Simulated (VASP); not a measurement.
A run of VASP 6.6.1:

File INCAR:

```
SYSTEM = SrO
ALGO = Normal
EDIFF = 1E-8
ENCUT = 520
GGA = PS
ISIF = 2
ISMEAR = -1
LASPH = .TRUE.
LCHARG = .FALSE.
LEFG = .TRUE.
LREAL = .FALSE.
LWAVE = .FALSE.
NBANDS = 15
NELM = 100
PREC = Accurate
SIGMA = 0.03
```

KPOINTS

```
k-points
0
G
  8 8 8
  0 0 0
```

The input POSCAR:

```
SrO
1.0
    0.0000000000      2.6202010311      2.6202010311
    2.6202010311      0.0000000000      2.6202010311
    2.6202010311      2.6202010311      0.0000000000
Sr O
1 1
Direct
    0.0000000000      0.0000000000      0.0000000000
    0.5000000000      0.5000000000      0.5000000000
```

Potentials or basis: VASP PAW PBE potentials, release 64 (Sr_sv, O).

The run is started by

```console
$ cat potpaw_PBE.64/Sr_sv/POTCAR potpaw_PBE.64/O/POTCAR > POTCAR
$ mpirun -np 1 vasp_std > vasp.out
```

Hardware: 1 thread of Intel Xeon 6975P-C (shared host).

Problem. Estimate the wall time of this run.

Solution. Run time: 13 s on 1 thread of Intel Xeon 6975P-C, with other jobs on the host, peak memory 0.16 GiB. Counts: scf iterations 15, k points 29.
